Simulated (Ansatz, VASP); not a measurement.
# F in VASP and in Ansatz

```
CELL_PARAMETERS angstrom
3.12915 -1.79843 -0.24135
3.12915 1.79843 -0.24135
-2.35289 0.00000 7.20223
ATOMIC_POSITIONS crystal
F 0.08485 0.08485 0.11398
F 0.91515 0.91515 0.88602
F 0.50157 0.50157 0.59372
F 0.49843 0.49843 0.40628
```

Alike in both runs: task single point; functional PBEsol; k mesh 4 × 4 × 2; occupations gaussian, width 0.05 eV; no spin polarisation.

|  | VASP | Ansatz |
| --- | --- | --- |
| version | VASP 6.6.1 | Ansatz 0.2.0 |
| potentials or method | VASP PAW PBE potentials, release 64 (F), cutoff 520 eV | scalar-relativistic, plane waves, PAW |
| valence electrons in the cell | 28 | 28 |

```csv
,VASP,Ansatz,Ansatz less VASP
gap on the k mesh at the Fermi level (eV),1.15,1.18,+0.031
least direct gap on the mesh (eV),1.20,1.24,+0.034
pressure (GPa),-5.3,-5.3,-0.03
"traceless stress, the component that is largest in VASP (GPa)",-7.75,-8.65,-0.895
rms of the force components (eV/Å),1.591,1.641,+0.0492
```

VASP's potentials were made for PBE, not for PBEsol. Atom by atom the forces differ by 0.172 eV/Å (rms over components).

The k mesh is coarse, so the values compare programs but aren't converged.
